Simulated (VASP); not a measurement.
# Cd4Se (P-4m2) in VASP: notebook

Cd4Se is run at these levels: PBE; tasks: single point.

Everything below comes from runs of VASP 6.6.1. Logs are shortened: lines on timing, memory, paths and dates and some standing lists are left out, and cuts for length are marked.

## 1. The cell of the first run

The structure is tetragonal, space group P-4m2 (No. 115). Conventional cell: a = 4.140 Å, b = 4.140 Å, c = 7.734 Å, α = 90.00°, β = 90.00°, γ = 90.00°. Within 3.5 Å of Cd (site symmetry 2mm) lie 2 Se at 2.66 Å and 4 Cd at 3.01 Å. Within 3.9 Å of Cd (site symmetry -4m2) lie 8 Cd at 2.93 to 3.01 Å and 2 Se at 3.87 Å. Cd (site symmetry -4m2) has 8 Cd at 2.93 to 3.01 Å within 3.9 Å. Within 3.5 Å of Se (site symmetry -4m2) lie 4 Cd at 2.66 Å.

## 2. Single point, PBE (26.51 Å³/atom)

Input file INCAR:

```
SYSTEM = Cd4Se
PREC = Accurate
ENCUT = 500
EDIFF = 1E-6
ISMEAR = 0
SIGMA = 0.1
LREAL = .False.
LASPH = .True.
NELM = 120
ALGO = Normal
ISIF = 2
LWAVE = .False.
LCHARG = .True.
GGA = PE
LELF = .True.
LVHAR = .True.
NBANDS = 35
GGA_COMPAT = .False.
```

Input file KPOINTS:

```
Automatic mesh
0
Gamma
  8 8 4
  0 0 0
```

Input file POSCAR:

```
Cd4Se
1.0
    4.1397618631      0.0000000000      0.0000000000
    0.0000000000      4.1397618631      0.0000000000
    0.0000000000      0.0000000000      7.7336585306
Cd Se
4 1
Direct
    0.5000000000      0.0000000000      0.7829769644
    0.0000000000      0.5000000000      0.2170230356
    0.0000000000      0.0000000000      0.5000000000
    0.5000000000      0.5000000000      0.5000000000
    0.0000000000      0.0000000000      0.0000000000
```

Potentials or basis: VASP PAW PBE potentials, release 64 (Cd, Se).

The run is started by

```bash
cat potpaw_PBE.64/Cd/POTCAR potpaw_PBE.64/Se/POTCAR > POTCAR
mpirun -np 1 vasp_std > vasp.out
```

OUTCAR:

```text
SYSTEM = Cd4Se
   PREC = Accurate
   ENCUT = 500
   EDIFF = 1E-6
   ISMEAR = 0
   LREAL = .False.
   LASPH = .True.
   NELM = 120
   ISIF = 2
   GGA = PE

 ion  position               nearest neighbor table
   1  0.500  0.000  0.783-   5 2.66   5 2.66   3 3.01   4 3.01   3 3.01   4 3.01
   2  0.000  0.500  0.217-   5 2.66   5 2.66   3 3.01   3 3.01   4 3.01   4 3.01
   3  0.000  0.000  0.500-   4 2.93   4 2.93   4 2.93   4 2.93   2 3.01   1 3.01   1 3.01   2 3.01

   4  0.500  0.500  0.500-   3 2.93   3 2.93   3 2.93   3 2.93   2 3.01   2 3.01   1 3.01   1 3.01

   5  0.000  0.000  0.000-   1 2.66   2 2.66   2 2.66   1 2.66

  LATTYP: Found a simple tetragonal cell.
 ALAT       =     4.1397618631
 C/A-ratio  =     1.8681409188

  Lattice vectors:

 A1 = (   4.1397618631,   0.0000000000,   0.0000000000)
 A2 = (   0.0000000000,   4.1397618631,   0.0000000000)
 A3 = (   0.0000000000,   0.0000000000,   7.7336585306)

Analysis of symmetry for initial positions (statically):
=====================================================================
 Subroutine PRICEL returns:
 Original cell was already a primitive cell.

 Routine SETGRP: Setting up the symmetry group for a
 simple tetragonal supercell.

 Subroutine GETGRP returns: Found  8 space group operations
 (whereof  8 operations were pure point group operations)
 out of a pool of 16 trial point group operations.

The static configuration has the point symmetry D_2d.

Analysis of symmetry for dynamics (positions and initial velocities):
=====================================================================
 Subroutine PRICEL returns:
 Original cell was already a primitive cell.

 Routine SETGRP: Setting up the symmetry group for a
 simple tetragonal supercell.

 Subroutine GETGRP returns: Found  8 space group operations
 (whereof  8 operations were pure point group operations)
 out of a pool of 16 trial point group operations.

The dynamic configuration has the point symmetry D_2d.

 Subroutine INISYM returns: Found  8 space group operations
 (whereof  8 operations are pure point group operations),
 and found     1 'primitive' translations

----------------------------------------------------------------------------------------

                                     Primitive cell

  volume of cell :     132.5366

  direct lattice vectors                    reciprocal lattice vectors
     4.139761863  0.000000000  0.000000000     0.241559788  0.000000000  0.000000000
     0.000000000  4.139761863  0.000000000     0.000000000  0.241559788  0.000000000
     0.000000000  0.000000000  7.733658531     0.000000000  0.000000000  0.129304907

  length of vectors
     4.139761863  4.139761863  7.733658531     0.241559788  0.241559788  0.129304907

  position of ions in fractional coordinates (direct lattice)
     0.500000000  0.000000000  0.782976964
     0.000000000  0.500000000  0.217023036
     0.000000000  0.000000000  0.500000000
     0.500000000  0.500000000  0.500000000
     0.000000000  0.000000000  0.000000000

  ion indices of the primitive-cell ions
   primitive index   ion index
                 1           1
                 2           2
                 3           3
                 4           4
                 5           5

----------------------------------------------------------------------------------------

 KPOINTS: Automatic mesh

Automatic generation of k-mesh.
 Grid dimensions read from file:
 generate k-points for:    8    8    4

 Generating k-lattice:

  Cartesian coordinates                     Fractional coordinates (reciprocal lattice)
     0.030194974  0.000000000  0.000000000     0.125000000  0.000000000  0.000000000
     0.000000000  0.030194974  0.000000000     0.000000000  0.125000000  0.000000000
     0.000000000  0.000000000  0.032326227     0.000000000  0.000000000  0.250000000

  Length of vectors
     0.030194974  0.030194974  0.032326227

  Shift w.r.t. Gamma in fractional coordinates (k-lattice)
     0.000000000  0.000000000  0.000000000

 Subroutine IBZKPT returns following result:
 ===========================================

 Found     45 irreducible k-points:

 Following reciprocal coordinates:
            Coordinates               Weight
  0.000000  0.000000  0.000000      1.000000
  0.125000  0.000000  0.000000      4.000000
  0.250000  0.000000  0.000000      4.000000
  0.375000  0.000000  0.000000      4.000000
  0.500000  0.000000  0.000000      2.000000
  0.125000  0.125000  0.000000      4.000000
[... 16 lines left out ...]
  0.375000  0.125000  0.250000     16.000000
  0.500000  0.125000  0.250000      8.000000
 [... further k-points ...]
   k-points           NKPTS =     45   k-points in BZ     NKDIM =     45   number of bands    NBANDS=     35
   number of dos      NEDOS =    301   number of ions     NIONS =      5
   total plane-waves  NPLWV =  50400
   dimension x,y,z NGX =    30 NGY =   30 NGZ =   56
   dimension x,y,z NGXF=    60 NGYF=   60 NGZF=  112
   ions per type =               4   1
   NGX,Y,Z   is equivalent  to a cutoff of  12.05, 12.05, 12.04 a.u.
   NGXF,Y,Z  is equivalent  to a cutoff of  24.09, 24.09, 24.08 a.u.
 SYSTEM =  Cd4Se
   PREC   = accura    normal or accurate (medium, high low for compatibility)
   ISTART =      0    job   : 0-new  1-cont  2-samecut
   ICHARG =      2    charge: 1-file 2-atom 10-const
   ISPIN  =      1    spin polarized calculation?
   LNONCOLLINEAR =      F non collinear calculations
   LSORBIT =      F    spin-orbit coupling
   LASPH  =      T    aspherical Exc in radial PAW
   ENCUT  =  500.0 eV  36.75 Ry    6.06 a.u.   7.55  7.55 14.10*2*pi/ulx,y,z
   NELM   =    120;   NELMIN=  2; NELMDL= -5     # of ELM steps
   EDIFF  = 0.1E-05   stopping-criterion for ELM
   LREAL  =      F    real-space projection
   EDIFFG = 0.1E-04   stopping-criterion for IOM
   NSW    =      0    number of steps for IOM
   IBRION =     -1    ionic relax: 0-MD 1-quasi-New 2-CG
   NFREE  =      0    steps in history (QN), initial steepest desc. (CG)
   ISIF   =      2    stress and relaxation
   ISYM   =      2    0-nonsym 1-usesym 2-fastsym
   POTIM  = 0.5000    time-step for ionic-motion
   TEBEG  =    0.0;   TEEND  =   0.0 temperature during run
   PSTRESS=    0.0 pullay stress
   NELECT =      54.0000    total number of electrons
   NUPDOWN=      -1.0000    fix difference up-down
   EMIN   =  10.00;   EMAX   =-10.00  energy-range for DOS
   EFERMI =   0.00;   METHOD = LEGACY
   ISMEAR =     0;   SIGMA  =   0.10  broadening in eV -4-tet -1-fermi 0-gaus
   EFERMI_NEDOS =   21; number of points for ismear=-14 and -15
   IALGO  =     38    algorithm
   IMIX   =      4    mixing-type and parameters
     AMIX     =   0.40;   BMIX     =  1.00
     AMIX_MAG =   1.60;   BMIX_MAG =  1.00
  volume/ion in A,a.u.               =      26.51       178.88
  Fermi-wavevector in a.u.,A,eV,Ry     =   1.213652  2.293470 20.040718  1.472951
  Thomas-Fermi vector in A             =   2.349097
   LORBIT       =      0    0 simple, 1 ext, 2 COOP (PROOUT), +10 PAW based schemes
   GGA     = PE    functional components
   LHFCALC =     F    Hartree Fock is set to
   AEXX    =    0.0000 exact exchange contribution
   IVDW    =     0    specifies the selected vdW correction
   LEPSILON=     F    determine dielectric tensor
   LRPA    =     F    only Hartree local field effects (RPA)
 non-spin polarized calculation
 Gauss-broadening in eV      SIGMA  =   0.10
  energy-cutoff  :      500.00
  volume of cell :      132.54
 maximum number of plane-waves:      3388
   NGX = 15   NGY = 15   NGZ = 29

 number of electron      53.9999992 magnetization

 Free energy of the ion-electron system (eV)
  ---------------------------------------------------
  ext. energy  EPLUGINS =         0.00000000
  ---------------------------------------------------
  free energy    TOTEN  =        -6.96650788 eV

  energy without entropy =       -6.96211648  energy(sigma->0) =       -6.96431218

 E-fermi :   1.9728     XC(G=0):  -9.5611

 val. band max:        1.8974020922   @ k =   0.3750   0.3750   0.5000
 cond. band min:       1.9810107371   @ k =   0.5000   0.3750   0.5000
 fundamental gap:      0.0836086449
 Fermi energy:         1.9727855076

 k-point     1 :       0.0000    0.0000    0.0000
  band No.  band energies     occupation
      1     -11.4839      2.00000
      2      -7.9451      2.00000
      3      -7.8669      2.00000
      4      -7.6788      2.00000
      5      -7.5860      2.00000
      6      -7.5860      2.00000
[... 27 lines left out ...]
     34       7.1107      0.00000
     35       7.5868      0.00000

 k-point     2 :       0.1250    0.0000    0.0000
  band No.  band energies     occupation
      1     -11.4592      2.00000
      2      -7.8947      2.00000
      3      -7.8169      2.00000
      4      -7.6368      2.00000
      5      -7.5680      2.00000
      6      -7.5485      2.00000
[... 27 lines left out ...]
     34       7.4270      0.00000
     35       8.4234      0.00000

 k-point     3 :       0.2500    0.0000    0.0000
  band No.  band energies     occupation
      1     -11.3990      2.00000
      2      -7.7499      2.00000
      3      -7.6801      2.00000
      4      -7.5591      2.00000
      5      -7.5150      2.00000
      6      -7.4141      2.00000
[... 27 lines left out ...]
     34       7.8526      0.00000
     35       8.9303      0.00000
[... 723 lines left out ...]
 k-point    23 :       0.3750    0.1250    0.2500
  band No.  band energies     occupation
      1     -11.3144      2.00000
      2      -7.6017      2.00000
      3      -7.5199      2.00000
      4      -7.4728      2.00000
      5      -7.3547      2.00000
      6      -7.2897      2.00000
[... 27 lines left out ...]
     34       8.0576      0.00000
     35       8.5230      0.00000

 k-point    24 :       0.5000    0.1250    0.2500
  band No.  band energies     occupation
      1     -11.2898      2.00000
      2      -7.4600      2.00000
      3      -7.4458      2.00000
      4      -7.4250      2.00000
      5      -7.3878      2.00000
      6      -7.2234      2.00000
[... 27 lines left out ...]
     34       7.8634      0.00000
     35       8.3491      0.00000

 [... further k-points ...]
[... 5 lines left out ...]
  --------------------------------------------------------------------------------------
  -------------------------------------------------------------------------------------
  Total        2.2950466      2.2950466      2.3022228      0.0000000      0.0000000      0.0000000
  in kB       27.7438273     27.7438273     27.8305774      0.0000000      0.0000000      0.0000000
  external PRESSURE =      27.7727440 kB  Pullay stress =       0.0000000 kB

 VOLUME and BASIS-vectors are now :
 -----------------------------------------------------------------------------
  energy-cutoff  :      500.00
  volume of cell :      132.54
      direct lattice vectors                 reciprocal lattice vectors
     4.139761863  0.000000000  0.000000000     0.241559788  0.000000000  0.000000000
     0.000000000  4.139761863  0.000000000     0.000000000  0.241559788  0.000000000
     0.000000000  0.000000000  7.733658531     0.000000000  0.000000000  0.129304907

 POSITION                                       TOTAL-FORCE (eV/Angst)
 -----------------------------------------------------------------------------------
      2.06988      0.00000      6.05528         0.000000      0.000000     -0.006255
      0.00000      2.06988      1.67838         0.000000      0.000000      0.006255
      0.00000      0.00000      3.86683        -0.000000      0.000000      0.000000
      2.06988      2.06988      3.86683        -0.000000      0.000000      0.000000
      0.00000      0.00000      0.00000         0.000000      0.000000      0.000000
 -----------------------------------------------------------------------------------
    total drift:                                0.000000      0.000000      0.000000

  FREE ENERGIE OF THE ION-ELECTRON SYSTEM (eV)
  ---------------------------------------------------
  free  energy   TOTEN  =        -6.9665078759 eV

  energy  without entropy=       -6.9621164826  energy(sigma->0) =       -6.96431218
```

It took 3.7 min on 1 thread of AMD EPYC 7R13, shared host; peak memory 0.28 GiB.

What came out:

```yaml
Free_energy: -6.9665 eV
Pressure: 2.8 GPa
Largest_force: 0.006 eV/Å
Band_gap_on_the_k_mesh: zero (bands 27 and 28 overlap by 3.23 eV)
```

Forces on the atoms (eV/Å):
```
Cd   0.000  0.000 -0.006
Cd   0.000  0.000  0.006
Cd   0.000  0.000  0.000
Cd   0.000  0.000  0.000
Se   0.000  0.000  0.000
```

## 3. Single point, PBE (27.35 Å³/atom)

This run uses another cell than the first one, of 27.35 Å³/atom.

Input file INCAR:

```
ALGO     = Normal         # electronic algorithm
EDIFF    = 1E-6           # SCF threshold, eV
ENCUT    = 500            # plane-wave cutoff, eV
GGA      = PE             # functional
GGA_COMPAT= F            
ISIF     = 2              # what is computed and relaxed
ISMEAR   = 0              # smearing method
LASPH    = T              # aspherical terms in the spheres
LCHARG   = F              # write CHGCAR
LREAL    = F              # projectors in reciprocal space
LWAVE    = F              # write WAVECAR
NBANDS   = 35             # bands
NELM     = 120            # most SCF steps
PREC     = Accurate       # precision mode
SIGMA    = 0.1            # smearing width, eV
```

Input file KPOINTS:

```
k-points
0
Gamma
  8 8 4
```

Input file POSCAR:

```
Cd4Se
1.0
    4.1907741209      0.0000000000      0.0000000000
    0.0000000000      4.1907741209      0.0000000000
    0.0000000000      0.0000000000      7.7873749375
Cd Se
4 1
Direct
    0.5000000000      0.0000000000      0.7834040338
    0.0000000000      0.5000000000      0.2165959662
    0.0000000000      0.0000000000      0.5000000000
    0.5000000000      0.5000000000      0.5000000000
    0.0000000000      0.0000000000      0.0000000000
```

Potentials or basis: VASP PAW PBE potentials, release 64 (Cd, Se).

The run is started by

```bash
cat potpaw_PBE.64/Cd/POTCAR potpaw_PBE.64/Se/POTCAR > POTCAR
mpirun -np 1 vasp_std > vasp.out
```

OUTCAR:

```text
EDIFF = 1E-6
   ENCUT = 500
   GGA = PE
   ISIF = 2
   ISMEAR = 0
   LASPH = T
   LREAL = F
   NELM = 120
   PREC = Accurate

 ion  position               nearest neighbor table
   1  0.500  0.000  0.783-   5 2.69   5 2.69   3 3.04   4 3.04   3 3.04   4 3.04
   2  0.000  0.500  0.217-   5 2.69   5 2.69   3 3.04   3 3.04   4 3.04   4 3.04
   3  0.000  0.000  0.500-   4 2.96   4 2.96   4 2.96   4 2.96   2 3.04   1 3.04   1 3.04   2 3.04

[... 1120 lines left out ...]
  --------------------------------------------------------------------------------------
  -------------------------------------------------------------------------------------
  Total        1.1647115      1.1647115      1.1867412      0.0000000      0.0000000      0.0000000
  in kB       13.6442398     13.6442398     13.9023115      0.0000000      0.0000000      0.0000000
  external PRESSURE =      13.7302637 kB  Pullay stress =       0.0000000 kB

 VOLUME and BASIS-vectors are now :
 -----------------------------------------------------------------------------
  energy-cutoff  :      500.00
  volume of cell :      136.77
      direct lattice vectors                 reciprocal lattice vectors
     4.190774121  0.000000000  0.000000000     0.238619399  0.000000000  0.000000000
     0.000000000  4.190774121  0.000000000     0.000000000  0.238619399  0.000000000
     0.000000000  0.000000000  7.787374938     0.000000000  0.000000000  0.128412977

 POSITION                                       TOTAL-FORCE (eV/Angst)
 -----------------------------------------------------------------------------------
      2.09539      0.00000      6.10066         0.000000      0.000000     -0.003775
      0.00000      2.09539      1.68671         0.000000      0.000000      0.003775
      0.00000      0.00000      3.89369         0.000000      0.000000      0.000000
      2.09539      2.09539      3.89369         0.000000     -0.000000      0.000000
      0.00000      0.00000      0.00000         0.000000      0.000000      0.000000
 -----------------------------------------------------------------------------------
    total drift:                                0.000000      0.000000     -0.000000

  FREE ENERGIE OF THE ION-ELECTRON SYSTEM (eV)
  ---------------------------------------------------
  free  energy   TOTEN  =        -7.0207577666 eV

  energy  without entropy=       -7.0156801224  energy(sigma->0) =       -7.01821894
```

OSZICAR:

```text
N       E                     dE             d eps       ncg     rms          rms(c)
DAV:   1     0.384851624339E+03    0.38485E+03   -0.26820E+04  3150   0.141E+03
DAV:   2     0.798678092922E+01   -0.37686E+03   -0.36694E+03  3282   0.376E+02
DAV:   3    -0.757084623787E+01   -0.15558E+02   -0.15471E+02  3590   0.781E+01
DAV:   4    -0.767861397131E+01   -0.10777E+00   -0.10768E+00  3417   0.554E+00
DAV:   5    -0.767914312987E+01   -0.52916E-03   -0.52914E-03  3471   0.369E-01    0.712E+00
DAV:   6    -0.703155947972E+01    0.64758E+00   -0.14430E+00  3907   0.900E+00    0.556E+00
DAV:   7    -0.702398750040E+01    0.75720E-02   -0.45388E-01  3366   0.274E+00    0.280E+00
DAV:   8    -0.702232821216E+01    0.16593E-02   -0.63279E-02  3352   0.194E+00    0.301E-01
DAV:   9    -0.702057261102E+01    0.17556E-02   -0.81405E-03  3418   0.797E-01    0.122E-01
DAV:  10    -0.702070290188E+01   -0.13029E-03   -0.14853E-03  3498   0.220E-01    0.702E-02
DAV:  11    -0.702076470099E+01   -0.61799E-04   -0.30897E-04  3343   0.143E-01    0.198E-02
DAV:  12    -0.702075719310E+01    0.75079E-05   -0.31576E-05  3421   0.453E-02    0.486E-03
DAV:  13    -0.702075776655E+01   -0.57345E-06   -0.53999E-06  2678   0.102E-02
   1 F= -.70207578E+01 E0= -.70182189E+01  d E =-.507764E-02
```

stdout:

```text
POSCAR found type information on POSCAR CdSe
 POSCAR found :  2 types and       5 ions
 scaLAPACK will be used
 LDA part: xc-table for (Slater+PW92), standard interpolation
 POSCAR, INCAR and KPOINTS ok, starting setup
 FFT: planning ... GRIDC
 FFT: planning ... GRID_SOFT
 FFT: planning ... GRID
 WAVECAR not read
 entering main loop
```

It took 4.7 min on 1 thread of AMD EPYC 7R13, shared host; peak memory 0.3 GiB.

What came out:

```yaml
Free_energy: -7.0208 eV
Pressure: 1.4 GPa
Largest_force: 0.004 eV/Å
Band_gap_on_the_k_mesh: zero (bands 27 and 28 overlap by 3.26 eV)
```

Forces in eV/Å, atoms in the order of the input:
```
Cd   0.000  0.000 -0.004
Cd   0.000  0.000  0.004
Cd   0.000  0.000  0.000
Cd   0.000  0.000  0.000
Se   0.000  0.000  0.000
```

Levels at points of the mesh, in eV from the Fermi level:
```
           k point  band 24  band 25  band 26  band 27  band 28  band 29  band 30  band 31
(0.00, 0.00, 0.00)    -2.01    -2.01    -0.66     0.08     1.88     1.88     3.09     3.47
(0.50, 0.00, 0.00)    -3.90    -3.65    -1.65    -1.22     1.48     2.56     3.94     4.07
(0.50, 0.50, 0.00)    -3.35    -2.19    -2.13    -2.13    -1.82     0.67     1.88     1.88
(0.00, 0.00, 0.50)    -3.35    -1.91    -1.91     1.44     1.44     1.93     2.47     3.47
(0.50, 0.00, 0.50)    -4.42    -2.35    -1.64    -0.66     0.20     1.96     3.65     4.15
(0.50, 0.50, 0.50)    -3.69    -2.32    -2.32    -2.03    -0.58    -0.14     1.35     2.73
```
